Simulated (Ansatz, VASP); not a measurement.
# Se in VASP and in Ansatz

Contents of POSCAR:

```
Se
1.0
    4.0698684470      0.0000000000      0.0000000000
   -2.0349342235      3.5246094652      0.0000000000
    0.0000000000      0.0000000000      4.7792303450
Se
3
Direct
    0.2527527597      0.0000000000      0.3333333333
    0.0000000000      0.2527527597      0.6666666667
    0.7472472403      0.7472472403      0.0000000000
```

The input INCAR.step1:

```
SYSTEM = Se
ALGO = Normal
EDIFF = 1E-4
ENCUT = 520
GGA = PE
ISMEAR = 0
LASPH = .True.
LCHARG = .False.
LREAL = .False.
LWAVE = .True.
NBANDS = 16
NELM = 60
PREC = Accurate
SIGMA = 0.01
```

Contents of INCAR.step2:

```
SYSTEM = Se
ALGO = Normal
EDIFF = 1E-6
ENCUT = 520
ISIF = 2
ISMEAR = 0
ISTART = 1
LASPH = .True.
LCHARG = .True.
LELF = .True.
LMIXTAU = .True.
LREAL = .False.
LVHAR = .True.
LWAVE = .False.
METAGGA = R2SCAN
NBANDS = 16
NELM = 60
PREC = Accurate
SIGMA = 0.01
```

Contents of KPOINTS:

```
k-points
0
Gamma
  12 12 6
  0 0 0
```

Input for Ansatz:

```yaml
crystal:
  lattice:
    - [4.069868447, 0.0, 0.0]
    - [-2.0349342235, 3.5246094652, 0.0]
    - [0.0, 0.0, 4.779230345]
  atoms:
    - { symbol: Se, position: [0.2527527597, 0.0, 0.3333333333] }
    - { symbol: Se, position: [0.0, 0.2527527597, 0.6666666667] }
    - { symbol: Se, position: [0.7472472403, 0.7472472403, 0.0] }
kpoints:
  mp_grid: { grid: [12, 12, 6] }
  band_path:
    path:
      - [0.0, 0.0, 0.0]
      - [0.5, 0.0, 0.0]
      - [0.3333333333, 0.3333333333, 0.0]
      - [0.0, 0.0, 0.5]
      - [0.5, 0.0, 0.5]
      - [0.3333333333, 0.3333333333, 0.5]
      - [0.35, 0.3, 0.5]
      - [0.0, 0.5, 0.5]
      - [0.0, 0.0, 0.481771]
    npoints: 1
hamiltonian:
  xc: r2scan
scf:
  occupations: { method: fixed }
  n_extra_bands: 4
output:
  forces: true
  stress: true
  eigenvalues: true
  write_density: true
  write_potential: true
  elf: true
  volumetric_format: npy
```

Change from the starting cell: hydrostatic strain -5.2%.

Alike in both runs: task single point; functional r2SCAN; k mesh 12 × 12 × 6; no spin polarisation.

|  | VASP | Ansatz |
| --- | --- | --- |
| version | VASP 6.6.1 | Ansatz 0.2.0 |
| potentials or method | VASP PAW PBE potentials, release 64 (Se) | plane waves, PAW |
| plane-wave cutoff (eV) | 520 | 500 |
| occupations | gaussian, width 0.01 eV | fixed |
| valence electrons in the cell | 18 | 48 |

Ansatz gave:

| Property | Result |
| --- | --- |
| gap on the k mesh at the Fermi level (eV) | 0.52 |
| pressure (GPa) | 7.2 |
| traceless stress, the component that is largest in VASP (GPa) | 2.78 |
| rms of the force components (eV/Å) | 0.025 |

Q: What did VASP give for the same quantities?

A: gap on the k mesh at the Fermi level (eV): 0.52; pressure (GPa): 7.2; traceless stress, the component that is largest in VASP (GPa): 2.78; rms of the force components (eV/Å): 0.020.

VASP's potentials were made for PBE, not for r2SCAN. Atom by atom the forces differ by 0.005 eV/Å (rms over components). VASP's potentials hold 18 valence electrons a cell and Ansatz's 48, so a difference there can come from the potentials and not from the codes.
